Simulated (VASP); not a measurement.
A run of VASP 6.6.1:

INCAR

```
ALGO = Normal
EDIFF = 1E-6
ENCUT = 520
GGA = PS
ISIF = 2
ISMEAR = 1
LASPH = T
LCHARG = F
LREAL = F
LWAVE = F
NBANDS = 29
NELM = 60
PREC = Accurate
SIGMA = 0.1
```

Contents of KPOINTS:

```
k-points
0
Gamma
  8 5 6
```

The input POSCAR:

```
B2Ru
1.0
    2.9027016919      0.0000000000      0.0000000000
    0.0000000000      4.7061254307      0.0000000000
    0.0000000000      0.0000000000      4.0982297885
B Ru
4 2
Direct
    0.0000000000      0.8090000000      0.3610000000
    0.0000000000      0.1910000000      0.3610000000
    0.5000000000      0.3090000000      0.6390000000
    0.5000000000      0.6910000000      0.6390000000
    0.0000000000      0.0000000000      0.8492000000
    0.5000000000      0.5000000000      0.1508000000
```

Potentials or basis: VASP PAW PBE potentials, release 64 (B, Ru_pv).

Launch:

```bash
$ cat potpaw_PBE.64/B/POTCAR potpaw_PBE.64/Ru_pv/POTCAR > POTCAR
$ mpirun -np 1 vasp_std > vasp.out
```

Hardware: 1 thread of Intel(R) Xeon(R) Platinum 8259CL CPU @ 2.50GHz (Skylake/Cascade Lake), on a shared host.

Problem. How long does it take, and how much memory?

Solution. Run time: 86 s on 1 thread of Intel(R) Xeon(R) Platinum 8259CL CPU @ 2.50GHz (Skylake/Cascade Lake), with other jobs on the host, peak memory 0.22 GiB. Counts: scf iterations 14, k points 60.
